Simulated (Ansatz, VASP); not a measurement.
**PtSe in VASP and in Ansatz**

```
Pt Se
1.0
     0.00000    2.58391    2.58391
     2.58391    0.00000    2.58391
     2.58391    2.58391    0.00000
Pt Se
1 1
Cartesian
  0.0000 0.0000 0.0000
  1.2920 1.2920 1.2920
```

Change from the starting cell: volume scaled by 0.78, LAPW.

Alike in both runs: task single point; functional PBEsol; k mesh 13 × 13 × 13; occupations fermi-dirac, width 0.1 eV; no spin polarisation.

|  | VASP | Ansatz |
| --- | --- | --- |
| version | VASP 6.6.1 | Ansatz 0.2.0 |
| potentials or method | VASP PAW PBE potentials, release 64 (Pt, Se), cutoff 520 eV | all-electron LAPW, scalar-relativistic |

```csv
,VASP,Ansatz,Ansatz less VASP
pressure (GPa),52.6,51.9,-0.66
```

VASP's potentials were made for PBE, not for PBEsol. Both programs put the cell under a high pressure, so it lies far from rest at this level. Ansatz ran all-electron here, and VASP with PAW potentials.

Spin-orbit coupling is off throughout.
